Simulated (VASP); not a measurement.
**CdSe (zincblende type): single point with LDA**

CdSe (zincblende type):

```
CELL_PARAMETERS angstrom
0.00000 2.46155 2.46155
2.46155 0.00000 2.46155
2.46155 2.46155 0.00000
ATOMIC_POSITIONS crystal
Cd 0.00000 0.00000 0.00000
Se 0.25000 0.25000 0.25000
```

This cell differs from its parent crystal: volume scaled by 0.55.

```yaml
Program: VASP 6.6.1
Task: single point
Functional: LDA
Potentials_or_basis: VASP PAW LDA potentials, release 64 (Cd, Se)
Cutoff: 500 eV
k_mesh: 11 × 11 × 11
Occupations: fermi-dirac, width 0.05 eV
Spin: no spin polarisation
```

```
Pressure               : 145.3 GPa
Band gap on the k mesh : 1.21 eV, indirect (least direct gap 1.23 eV)
```

Levels at points of the mesh, in eV from the valence-band top:
| k point | band 5 | band 6 | band 7 | band 8 | band 9 | band 10 | band 11 | band 12 | band 13 | band 14 |
| --- | --- | --- | --- | --- | --- | --- | --- | --- | --- | --- |
| (0.00, 0.00, 0.00) | -11.54 | -11.54 | 0.00 | 0.00 | 0.00 | 1.23 | 4.86 | 4.86 | 4.86 | 11.17 |

Wall time 15 s on 1 thread of AMD EPYC 9R45 96-Core Processor (Zen 5) (shared host), peak memory 0.12 GiB.

 A k mesh can miss the band edges.
